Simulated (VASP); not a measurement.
A run of VASP 6.6.1 is set up as follows.

Contents of INCAR:

```
PREC = Accurate ; ENCUT = 520
EDIFF = 1E-6 ; ISMEAR = 0
SIGMA = 0.01 ; LREAL = F
LASPH = T ; NELM = 100
ALGO = Normal ; ISIF = 2
LWAVE = F ; LCHARG = T
GGA = PE ; LELF = T
LVHAR = T ; NBANDS = 16
```

Contents of KPOINTS:

```
Automatic mesh
0
Gamma
  9 9 4
```

Contents of POSCAR:

```
BN
1.0
    2.5121665638      0.0000000000      0.0000000000
   -1.2560832819      2.1756000628      0.0000000000
    0.0000000000      0.0000000000      8.3272292926
B N
2 2
Direct
    0.3333333333      0.6666666667      0.2500000000
    0.6666666667      0.3333333333      0.7500000000
    0.6666666667      0.3333333333      0.2500000000
    0.3333333333      0.6666666667      0.7500000000
```

Potentials or basis: VASP PAW PBE potentials, release 64 (B, N).

The run is started by

```console
$ cat potpaw_PBE.64/B/POTCAR potpaw_PBE.64/N/POTCAR > POTCAR
$ mpirun -np 1 vasp_std > vasp.out
```

(1) Estimate the band gap on the k mesh.

(2) Estimate the pressure.

Results:

(1) 4.40 eV, indirect (least direct gap 4.66 eV).

(2) 0.1 GPa.

Caveat: this functional lacks dispersion, which binds the layers, so the pressure and a relaxed spacing across them are unreliable.
